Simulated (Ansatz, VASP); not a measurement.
# GaN: VASP beside Ansatz

```xyz
2
Lattice="0.0000 2.2490 2.2490 2.2490 0.0000 2.2490 2.2490 2.2490 0.0000" Properties=species:S:1:pos:R:3 pbc="T T T"
Ga    0.0000    0.0000    0.0000
N     3.3734    3.3734    3.3734
```

Alike in both runs: task single point; functional HSE06; k mesh 6 × 6 × 6; no spin polarisation.

|  | VASP | Ansatz |
| --- | --- | --- |
| version | VASP 6.6.1 | Ansatz 0.2.0 |
| potentials or method | VASP PAW PBE potentials, release 64 (Ga_d, N) | plane waves, PAW |
| plane-wave cutoff (eV) | 520 | 420 |
| occupations | gaussian, width 0.01 eV | fixed |
| valence electrons in the cell | 18 | 18 |

|  | VASP | Ansatz | Ansatz less VASP |
| --- | --- | --- | --- |
| gap on the k mesh at the Fermi level (eV) | 3.02 | 3.01 | -0.016 |
| pressure (GPa) | -0.1 | 0.0 | +0.10 |

Ansatz's warnings: stress exchange threshold loose, stress scf threshold loose.
